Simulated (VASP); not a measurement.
Write the native input for VASP 6.6.1 that does the following.

```
Task                   : electric field gradients
Functional             : PBE
Potentials or basis    : VASP PAW PBE potentials, release 64 (Mg)
Cutoff                 : 520 eV
k mesh                 : 16 × 16 × 16
Occupations            : fermi-dirac, width 0.03 eV
Spin                   : no spin polarisation
Dipole correction      : no
Further INCAR settings : ALGO = Normal; EDIFF = 1e-08; NBANDS = 7
```

The structure of Mg lies in POSCAR:

```
Mg
1.0
    0.0000000000      2.2442560000      2.1993708800
    2.2442560000      0.0000000000      2.1993708800
    2.2442560000      2.2442560000      0.0000000000
Mg
1
Direct
    0.0000000000      0.0000000000      0.0000000000
```

This cell differs from its parent crystal: zz strain of -2 %.

One way to write it, as run:

INCAR

```
  PREC = Accurate
  ENCUT = 520
  EDIFF = 1E-8
  ISMEAR = -1
  SIGMA = 0.03
  LREAL = F
  LASPH = T
  NELM = 60
  ALGO = Normal
  ISIF = 2
  LWAVE = F
  LCHARG = F
  GGA = PE
  LEFG = T
  NBANDS = 7
```

KPOINTS

```
Automatic mesh
0
Gamma
  16 16 16
```

Potentials or basis: VASP PAW PBE potentials, release 64 (Mg).

The run is started by

```bash
$ cat potpaw_PBE.64/Mg/POTCAR > POTCAR
$ mpirun -np 1 vasp_std > vasp.out
```

It gave:

```yaml
Pressure: 1.5 GPa
Band_gap_on_the_k_mesh: zero (band 1 reaches 4.23 eV, above the bottom of band 2 at 1.53 eV)
```

Caveat: the cell differs from its parent crystal (zz strain of -2 %); without QUAD_EFG the Cq values of the log hold for a quadrupole moment of 1 mb, not for the nuclei.

Run time: 38 s on 1 thread of Intel Xeon 8259CL, with other jobs on the host, peak memory 0.18 GiB.
